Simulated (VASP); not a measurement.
Write the native input for VASP 6.6.1 that does the following.

- Task: single point
- Functional: r2SCAN
- Potentials or basis: VASP PAW PBE potentials, release 64 (Ir, Se)
- Cutoff: 520 eV
- k mesh: 12 × 12 × 12
- Occupations: gaussian, width 0.05 eV
- Spin: no spin polarisation
- Dipole correction: no
- Further INCAR settings: ALGO = Normal; EDIFF = 1e-07; NBANDS = 14

Crystal: IrSe.

```
CELL_PARAMETERS angstrom
0.00000 2.57593 2.57593
2.57593 0.00000 2.57593
2.57593 2.57593 0.00000
ATOMIC_POSITIONS crystal
Ir 0.50000 0.50000 0.50000
Se 0.00000 0.00000 0.00000
```

The input as run:

POSCAR

```
IrSe
1.0
    0.0000000000      2.5759288615      2.5759288615
    2.5759288615      0.0000000000      2.5759288615
    2.5759288615      2.5759288615      0.0000000000
Ir Se
1 1
Direct
    0.5000000000      0.5000000000      0.5000000000
    0.0000000000      0.0000000000      0.0000000000
```

INCAR.step1

```
SYSTEM = IrSe
ALGO = Normal
EDIFF = 1E-4
ENCUT = 520
GGA = PE
ISMEAR = 0
LASPH = .TRUE.
LCHARG = .FALSE.
LREAL = .FALSE.
LWAVE = .TRUE.
NBANDS = 14
NELM = 60
PREC = Accurate
SIGMA = 0.05
```

INCAR.step2

```
SYSTEM = IrSe
ALGO = Normal
EDIFF = 1E-7
ENCUT = 520
ISIF = 2
ISMEAR = 0
ISTART = 1
LASPH = .TRUE.
LCHARG = .FALSE.
LMIXTAU = .TRUE.
LREAL = .FALSE.
LWAVE = .FALSE.
METAGGA = R2SCAN
NBANDS = 14
NELM = 60
PREC = Accurate
SIGMA = 0.05
```

KPOINTS

```
k-points
0
G
  12 12 12
  0 0 0
```

Potentials or basis: VASP PAW PBE potentials, release 64 (Ir, Se).

Run with:

```console
$ cat potpaw_PBE.64/Ir/POTCAR potpaw_PBE.64/Se/POTCAR > POTCAR
$ cp INCAR.step1 INCAR
$ mpirun -np 1 vasp_std > vasp.out
$ cp INCAR.step2 INCAR
$ mpirun -np 1 vasp_std > vasp.out
```

It gave:

| Item | Value |
| --- | --- |
| Pressure | 0.7 GPa |

Caveat: the PAW data sets were made with another functional, which shifts forces and pressure a little.

Wall time 100 s on 1 thread of Intel(R) Xeon(R) Platinum 8559C (Emerald Rapids) (shared host), peak memory 0.19 GiB.
